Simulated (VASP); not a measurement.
# C (a cell with a defect) in VASP: further runs

Runs on C (a cell with a defect). Level: PBE. Tasks: single point.

Program: VASP 6.6.1. These are calculated values, not measurements. Logs are shortened: lines on timing, memory, paths and dates and some standing lists are left out, and cuts for length are marked.

## 1. The cell of the first run

The cell holds a defect, 15 atoms: a = 5.051 Å, b = 5.051 Å, c = 5.051 Å, α = 60.00°, β = 60.00°, γ = 60.00°.

## 2. Single point, PBE (atom 11 moved 0.000 of the way to it and +0.175 Å across, host rigid)

Input file INCAR:

```
ALGO     = Normal         # electronic algorithm
EDIFF    = 1E-7           # SCF threshold, eV
ENCUT    = 520            # plane-wave cutoff, eV
GGA      = PE             # functional
ISIF     = 2              # what is computed and relaxed
ISMEAR   = 0              # smearing method
LASPH    = True           # aspherical terms in the spheres
LCHARG   = True           # write CHGCAR
LELF     = True           # ELF
LREAL    = Auto         
LVHAR    = True         
LWAVE    = False          # write WAVECAR
NBANDS   = 43             # bands
NELM     = 80             # most SCF steps
PREC     = Accurate       # precision mode
SIGMA    = 0.05           # smearing width, eV
```

Input file KPOINTS:

```
k-points
0
Gamma
  6 6 6
```

Input file POSCAR:

```
C
1.0
    3.5715485858      0.0000000000     -3.5715485858
    0.0000000000      3.5715485858     -3.5715485858
    3.5715485858      3.5715485858      0.0000000000
C
15
Direct
    0.2500000000      0.2500000000      0.2500000000
    0.2500000000      0.7500000000      0.7500000000
    0.2500000000      0.7500000000      0.2500000000
    0.7500000000      0.2500000000      0.7500000000
    0.7500000000      0.2500000000      0.2500000000
    0.7500000000      0.7500000000      0.7500000000
    0.7500000000      0.7500000000      0.2500000000
    0.1250000000      0.1250000000      0.1250000000
    0.1250000000      0.1250000000      0.6250000000
    0.1250000000      0.6250000000      0.1250000000
    0.0849930119      0.6250000000      0.6450034940
    0.6250000000      0.1250000000      0.1250000000
    0.6250000000      0.1250000000      0.6250000000
    0.6250000000      0.6250000000      0.1250000000
    0.6250000000      0.6250000000      0.6250000000
```

Potentials or basis: VASP PAW PBE potentials, release 64 (C).

Started as:

```
$ cat potpaw_PBE.64/C/POTCAR > POTCAR
$ mpirun -np 1 vasp_std > vasp.out
```

OUTCAR:

```text
EDIFF = 1E-7
   ENCUT = 520
   GGA = PE
   ISIF = 2
   ISMEAR = 0
   LASPH = True
   LREAL = Auto
   NELM = 80
   PREC = Accurate

 ion  position               nearest neighbor table
   1  0.250  0.250  0.250-   8 1.55   9 1.55  10 1.55  12 1.55
   2  0.250  0.750  0.750-   9 1.55  10 1.55  15 1.55  11 1.64
   3  0.250  0.750  0.250-   8 1.55  10 1.55  14 1.55  11 1.64
   4  0.750  0.250  0.750-   9 1.55  12 1.55  13 1.55  15 1.55
   5  0.750  0.250  0.250-   8 1.55  12 1.55  13 1.55  14 1.55
   6  0.750  0.750  0.750-  11 1.38  13 1.55  14 1.55  15 1.55
   7  0.750  0.750  0.250-  10 1.55  12 1.55  14 1.55  15 1.55
   8  0.125  0.125  0.125-   1 1.55   3 1.55   5 1.55
   9  0.125  0.125  0.625-   1 1.55   2 1.55   4 1.55
  10  0.125  0.625  0.125-   1 1.55   2 1.55   3 1.55   7 1.55
  11  0.085  0.625  0.645-   6 1.38   3 1.64   2 1.64
  12  0.625  0.125  0.125-   1 1.55   4 1.55   5 1.55   7 1.55
  13  0.625  0.125  0.625-   4 1.55   5 1.55   6 1.55
  14  0.625  0.625  0.125-   3 1.55   5 1.55   6 1.55   7 1.55
  15  0.625  0.625  0.625-   2 1.55   4 1.55   6 1.55   7 1.55

  LATTYP: Found a face centered cubic cell.
 ALAT       =     7.1430971716

  Lattice vectors:

 A1 = (   3.5715485858,   0.0000000000,  -3.5715485858)
 A2 = (   0.0000000000,   3.5715485858,  -3.5715485858)
 A3 = (   3.5715485858,   3.5715485858,   0.0000000000)

Analysis of symmetry for initial positions (statically):
=====================================================================
 Subroutine PRICEL returns:
 Original cell was already a primitive cell.

 Routine SETGRP: Setting up the symmetry group for a
 face centered cubic supercell.

 Subroutine GETGRP returns: Found  2 space group operations
 (whereof  2 operations were pure point group operations)
 out of a pool of 48 trial point group operations.

The static configuration has the point symmetry C_1h.

Analysis of symmetry for dynamics (positions and initial velocities):
=====================================================================
 Subroutine PRICEL returns:
 Original cell was already a primitive cell.

 Routine SETGRP: Setting up the symmetry group for a
 face centered cubic supercell.

 Subroutine GETGRP returns: Found  2 space group operations
 (whereof  2 operations were pure point group operations)
[... 142 lines left out ...]
   EFERMI =   0.00;   METHOD = LEGACY
   ISMEAR =     0;   SIGMA  =   0.05  broadening in eV -4-tet -1-fermi 0-gaus
   EFERMI_NEDOS =   21; number of points for ismear=-14 and -15
   IALGO  =     38    algorithm
   IMIX   =      4    mixing-type and parameters
     AMIX     =   0.40;   BMIX     =  1.00
     AMIX_MAG =   1.60;   BMIX_MAG =  1.00
  volume/ion in A,a.u.               =       6.07        40.99
  Fermi-wavevector in a.u.,A,eV,Ry     =   1.424269  2.691478 27.599992  2.028542
  Thomas-Fermi vector in A             =   2.544778
   LORBIT       =      0    0 simple, 1 ext, 2 COOP (PROOUT), +10 PAW based schemes
   GGA     = PE    functional components
   LHFCALC =     F    Hartree Fock is set to
   AEXX    =    0.0000 exact exchange contribution
   IVDW    =     0    specifies the selected vdW correction
   LEPSILON=     F    determine dielectric tensor
   LRPA    =     F    only Hartree local field effects (RPA)
 non-spin polarized calculation
 Gauss-broadening in eV      SIGMA  =   0.05
  energy-cutoff  :      520.00
  volume of cell :       91.12
 maximum number of plane-waves:      2475
 NGX is ok and might be reduce to    40
   NGX = 19   NGY = 19   NGZ = 19

 number of electron      59.9999996 magnetization

 Free energy of the ion-electron system (eV)
  ---------------------------------------------------
  ext. energy  EPLUGINS =         0.00000000
  ---------------------------------------------------
  free energy    TOTEN  =      -129.96686862 eV

  energy without entropy =     -129.96448526  energy(sigma->0) =     -129.96567694

 E-fermi :   9.7084     XC(G=0): -12.9216

 val. band max:        9.6975149500   @ k =  -0.3333   0.3333   0.5000
 cond. band min:       9.7324647686   @ k =   0.3333   0.5000   0.0000
 fundamental gap:      0.0349498186
 Fermi energy:         9.7084367086

 k-point     1 :       0.0000    0.0000    0.0000
  band No.  band energies     occupation
      1     -12.2467      2.00000
      2      -7.2010      2.00000
      3      -6.7439      2.00000
      4      -6.6622      2.00000
      5      -5.9741      2.00000
      6      -4.4842      2.00000
[... 1069 lines left out ...]
     41      17.7851      0.00000
     42      18.0351      0.00000

 [... further k-points ...]

 [bands above 42 left out]

------------------------ aborting loop because EDIFF is reached ----------------------------------------

  FORCE on cell =-STRESS in cart. coord.  units (eV):
  Direction    XX          YY          ZZ          XY          YZ          ZX
  --------------------------------------------------------------------------------------
  -------------------------------------------------------------------------------------
  Total       -0.3729275     -0.3729275     -5.0417435     -2.2243270      1.6757667     -1.6757673
  in kB       -6.5574544     -6.5574544    -88.6526351    -39.1119564     29.4662227    -29.4662328
  external PRESSURE =     -33.9225146 kB  Pullay stress =       0.0000000 kB

 VOLUME and BASIS-vectors are now :
 -----------------------------------------------------------------------------
  energy-cutoff  :      520.00
  volume of cell :       91.12
      direct lattice vectors                 reciprocal lattice vectors
     3.571548586  0.000000000 -3.571548586     0.139995296 -0.139995296 -0.139995296
     0.000000000  3.571548586 -3.571548586    -0.139995296  0.139995296 -0.139995296
     3.571548586  3.571548586  0.000000000     0.139995296  0.139995296  0.139995296

 POSITION                                       TOTAL-FORCE (eV/Angst)
 -----------------------------------------------------------------------------------
      1.78577      1.78577     -1.78577        -0.040576      0.040576     -0.726433
      3.57155      5.35732     -3.57155         0.137016      0.440779      0.960375
      1.78577      3.57155     -3.57155        -0.440779     -0.137016      0.960375
      5.35732      3.57155     -3.57155         0.023576      0.660775      0.037294
      3.57155      1.78577     -3.57155        -0.660775     -0.023576      0.037294
      5.35732      5.35732     -5.35732        -2.091483      2.091483      3.066622
      3.57155      3.57155     -5.35732         0.034633     -0.034633     -0.092146
      0.89289      0.89289     -0.89289         1.844020      1.786957      1.739149
      2.67866      2.67866     -0.89289        -1.786957     -1.844020      1.739149
      0.89289      2.67866     -2.67866         0.010600     -0.010600     -0.249791
      2.60722      4.53588     -2.53577         1.840589     -1.840589     -7.164146
      2.67866      0.89289     -2.67866         0.031168     -0.031168      0.044628
      4.46444      2.67866     -2.67866         1.642318     -1.642318     -1.710165
      2.67866      2.67866     -4.46444         0.240882      0.784234      0.678898
      4.46444      4.46444     -4.46444        -0.784234     -0.240882      0.678898
 -----------------------------------------------------------------------------------
    total drift:                                0.002442     -0.002441     -0.002348

  FREE ENERGIE OF THE ION-ELECTRON SYSTEM (eV)
  ---------------------------------------------------
  free  energy   TOTEN  =      -129.9668686221 eV

  energy  without entropy=     -129.9644852564  energy(sigma->0) =     -129.96567694
```

OSZICAR:

```text
N       E                     dE             d eps       ncg     rms          rms(c)
DAV:   1     0.172898179382E+03    0.17290E+03   -0.31916E+04  5848   0.136E+03
DAV:   2    -0.120349975133E+03   -0.29325E+03   -0.27980E+03  7193   0.265E+02
DAV:   3    -0.133978524549E+03   -0.13629E+02   -0.13490E+02  7560   0.536E+01
DAV:   4    -0.134175687519E+03   -0.19716E+00   -0.19651E+00  7656   0.672E+00
DAV:   5    -0.134179465265E+03   -0.37777E-02   -0.37750E-02  7552   0.916E-01    0.145E+01
DAV:   6    -0.130924091735E+03    0.32554E+01   -0.29161E+00  7008   0.757E+00    0.851E+00
DAV:   7    -0.129961854811E+03    0.96224E+00   -0.25901E+00  7071   0.719E+00    0.230E+00
DAV:   8    -0.129964526225E+03   -0.26714E-02   -0.13067E-01  7136   0.170E+00    0.895E-01
DAV:   9    -0.129966779918E+03   -0.22537E-02   -0.16670E-02  7509   0.616E-01    0.264E-01
DAV:  10    -0.129966787225E+03   -0.73064E-05   -0.36729E-03  7272   0.288E-01    0.868E-02
DAV:  11    -0.129966844478E+03   -0.57253E-04   -0.54910E-04  7181   0.120E-01    0.282E-02
DAV:  12    -0.129966862326E+03   -0.17847E-04   -0.47797E-05  7368   0.368E-02    0.116E-02
DAV:  13    -0.129966867591E+03   -0.52655E-05   -0.83861E-06  7653   0.154E-02    0.530E-03
DAV:  14    -0.129966868590E+03   -0.99892E-06   -0.18062E-06  7280   0.755E-03    0.141E-03
DAV:  15    -0.129966868622E+03   -0.31982E-07   -0.31211E-07  6005   0.287E-03
   1 F= -.12996687E+03 E0= -.12996568E+03  d E =-.238337E-02
```

stdout:

```text
POSCAR found type information on POSCAR C
 POSCAR found :  1 types and      15 ions
 scaLAPACK will be used
 LDA part: xc-table for (Slater+PW92), standard interpolation
 POSCAR, INCAR and KPOINTS ok, starting setup
 FFT: planning ... GRIDC
 FFT: planning ... GRID_SOFT
 FFT: planning ... GRID
 WAVECAR not read
 entering main loop
```

It took 6 min on 1 thread of Intel Xeon Platinum 8488C (Sapphire Rapids), shared host; peak memory 0.32 GiB.

Results:

```yaml
Free_energy: -129.9669 eV
Pressure: -3.4 GPa
Largest_force: 7.622 eV/Å
Band_gap_on_the_k_mesh: zero (band 30 reaches 11.25 eV, above the bottom of band 31 at 9.45 eV)
```

Forces in eV/Å, atoms in the order of the input:
```
C   -0.041  0.041 -0.726
C    0.137  0.441  0.960
C   -0.441 -0.137  0.960
C    0.024  0.661  0.037
C   -0.661 -0.024  0.037
C   -2.091  2.091  3.067
C    0.035 -0.035 -0.092
C    1.844  1.787  1.739
C   -1.787 -1.844  1.739
C    0.011 -0.011 -0.250
C    1.841 -1.841 -7.164
C    0.031 -0.031  0.045
C    1.642 -1.642 -1.710
C    0.241  0.784  0.679
C   -0.784 -0.241  0.679
```

Levels at points of the mesh, in eV from the Fermi level:
```tsv
k point	band 28	band 29	band 30	band 31	band 32	band 33
(0.00, 0.00, 0.00)	-2.01	-1.88	1.54	1.79	1.90	3.68
(0.50, 0.00, 0.00)	-2.79	-2.78	-2.17	1.15	1.18	5.12
(0.00, 0.50, 0.00)	-3.08	-2.12	-2.03	0.97	1.18	4.68
(0.00, 0.00, 0.50)	-2.64	-2.62	-2.09	0.84	1.24	5.04
(0.50, 0.50, 0.00)	-3.39	-3.22	-1.92	0.14	0.36	3.98
(0.00, 0.50, 0.50)	-3.92	-3.06	-2.22	0.20	0.70	3.73
```

Caveat: the cell differs from its parent crystal (atom 11 moved 0.000 of the way to it and +0.175 Å across, host rigid).

## 3. Single point, PBE (atom 11 moved 0.250 of the way to it and +0.175 Å across, host rigid)

Input file INCAR:

```
PREC     = Accurate       # precision mode
ENCUT    = 520            # plane-wave cutoff, eV
EDIFF    = 1E-6           # SCF threshold, eV
ISMEAR   = 0              # smearing method
SIGMA    = 0.05           # smearing width, eV
LREAL    = Auto         
LASPH    = T              # aspherical terms in the spheres
NELM     = 60             # most SCF steps
ALGO     = Normal         # electronic algorithm
ISIF     = 2              # what is computed and relaxed
LWAVE    = F              # write WAVECAR
LCHARG   = F              # write CHGCAR
GGA      = PE             # functional
NBANDS   = 43             # bands
```

Input file KPOINTS:

```
regular mesh
0
Gamma
  6 6 6
```

POSCAR, as its differences from that of step 2:

```diff
@@ -18,3 +18,3 @@
     0.1250000000      0.6250000000      0.1250000000
-    0.0849930119      0.6250000000      0.6450034940
+    0.1162430119      0.5312500000      0.6762534940
     0.6250000000      0.1250000000      0.1250000000
```

Potentials or basis: VASP PAW PBE potentials, release 64 (C).

Started as:

```
$ cat potpaw_PBE.64/C/POTCAR > POTCAR
$ mpirun -np 1 vasp_std > vasp.out
```

Run time: 5.9 min. Hardware: 1 thread of Intel Xeon Platinum 8488C (Sapphire Rapids), shared host; peak memory 0.32 GiB.

It converged, with:

* Free energy: -128.3304 eV
* Pressure: -8.3 GPa
* Largest force: 6.203 eV/Å
* Band gap on the k mesh: zero (band 30 reaches 11.13 eV, above the bottom of band 31 at 9.04 eV)

Forces in eV/Å, atoms in the order of the input:
```
C   -0.124  0.124 -0.700
C    1.652  0.225  0.549
C   -0.225 -1.652  0.549
C   -0.287  0.734  0.166
C   -0.734  0.287  0.166
C    0.016 -0.016  2.358
C    0.016 -0.016 -0.074
C    2.130  2.593  2.014
C   -2.593 -2.130  2.014
C    0.021 -0.021 -0.323
C   -1.821  1.821 -5.643
C    0.102 -0.102  0.053
C    2.660 -2.660 -2.391
C   -0.124  0.687  0.631
C   -0.687  0.124  0.631
```

Stress tensor (GPa, compression positive):
```
 -5.82   7.36 -10.28
  7.36  -5.82  10.28
-10.28  10.28 -13.28
```

Levels at points of the mesh, in eV from the Fermi level:
| k point | band 28 | band 29 | band 30 | band 31 | band 32 | band 33 |
| --- | --- | --- | --- | --- | --- | --- |
| (0.00, 0.00, 0.00) | -1.49 | -1.44 | 1.77 | 2.35 | 2.46 | 3.43 |
| (0.50, 0.00, 0.00) | -2.28 | -2.26 | -2.17 | 1.73 | 1.74 | 4.56 |
| (0.00, 0.50, 0.00) | -1.86 | -1.69 | -0.98 | 0.47 | 0.91 | 5.42 |
| (0.00, 0.00, 0.50) | -2.37 | -2.19 | -2.15 | 1.17 | 1.93 | 4.28 |
| (0.50, 0.50, 0.00) | -3.50 | -2.17 | -1.68 | -0.07 | 0.65 | 4.31 |
| (0.00, 0.50, 0.50) | -3.54 | -2.50 | -1.93 | 0.06 | 1.30 | 3.98 |

Caveat: the cell differs from its parent crystal (atom 11 moved 0.250 of the way to it and +0.175 Å across, host rigid).

## 4. Single point, PBE (atom 11 moved 0.500 of the way to it and -0.525 Å across, host rigid)

Input file INCAR:

```
PREC = Accurate
ENCUT = 520
EDIFF = 1E-6
ISMEAR = 0
SIGMA = 0.05
LREAL = Auto
LASPH = T
NELM = 100
ALGO = Normal
ISIF = 2
LWAVE = F
LCHARG = F
GGA = PE
NBANDS = 43
```

Input file KPOINTS:

```
Automatic mesh
0
Gamma
  6 6 6
```

POSCAR, as its differences from that of step 3:

```diff
@@ -18,3 +18,3 @@
     0.1250000000      0.6250000000      0.1250000000
-    0.1162430119      0.5312500000      0.6762534940
+    0.3075209642      0.4375000000      0.6274895179
     0.6250000000      0.1250000000      0.1250000000
```

Started as:

```
$ cat potpaw_PBE.64/C/POTCAR > POTCAR
$ mpirun -np 1 vasp_std > vasp.out
```

Wall time 5.1 min (1 thread of Intel Xeon Platinum 8488C (Sapphire Rapids), shared host); peak memory 0.32 GiB.

Results (log left out):

```
Free energy            : -125.8162 eV
Pressure               : -5.7 GPa
Largest force          : 6.168 eV/Å
Band gap on the k mesh : zero (band 30 reaches 10.58 eV, above the bottom of band 31 at 8.91 eV)
```

Forces in eV/Å, atoms in the order of the input:
```
C   -0.117  0.117 -0.498
C    2.632  0.066 -0.522
C   -0.066 -2.632 -0.522
C    1.741 -0.024 -1.552
C    0.024 -1.741 -1.552
C   -2.431  2.431  2.508
C   -0.107  0.107 -0.007
C    1.950  2.315  1.979
C   -2.315 -1.950  1.979
C    0.205 -0.205  0.154
C   -3.194  3.194  4.199
C   -0.042  0.042  0.249
C    0.252 -0.252 -3.319
C    0.026 -1.441 -1.548
C    1.441 -0.026 -1.548
```

Stress tensor (GPa, compression positive):
```
 -7.46  12.15 -18.47
 12.15  -7.46  18.47
-18.47  18.47  -2.04
```

Levels at points of the mesh, in eV from the Fermi level:
```csv
k point,band 27,band 28,band 29,band 30,band 31,band 32,band 33,band 34
"(0.00, 0.00, 0.00)",-1.57,-1.43,-1.18,1.34,1.66,1.92,3.34,3.77
"(0.50, 0.00, 0.00)",-2.78,-2.40,-2.13,-2.07,2.11,2.55,3.36,3.78
"(0.00, 0.50, 0.00)",-3.66,-1.25,-0.94,-0.51,0.76,0.79,4.18,5.05
"(0.00, 0.00, 0.50)",-2.91,-2.22,-2.06,-1.50,1.14,1.81,3.53,4.65
"(0.50, 0.50, 0.00)",-3.48,-3.30,-1.54,-1.51,-0.15,1.47,3.32,4.57
"(0.00, 0.50, 0.50)",-3.70,-3.38,-1.72,-0.89,-0.21,2.05,3.30,4.19
```

Caveat: the cell differs from its parent crystal (atom 11 moved 0.500 of the way to it and -0.525 Å across, host rigid).

(Part 1 of 2 ends here.)
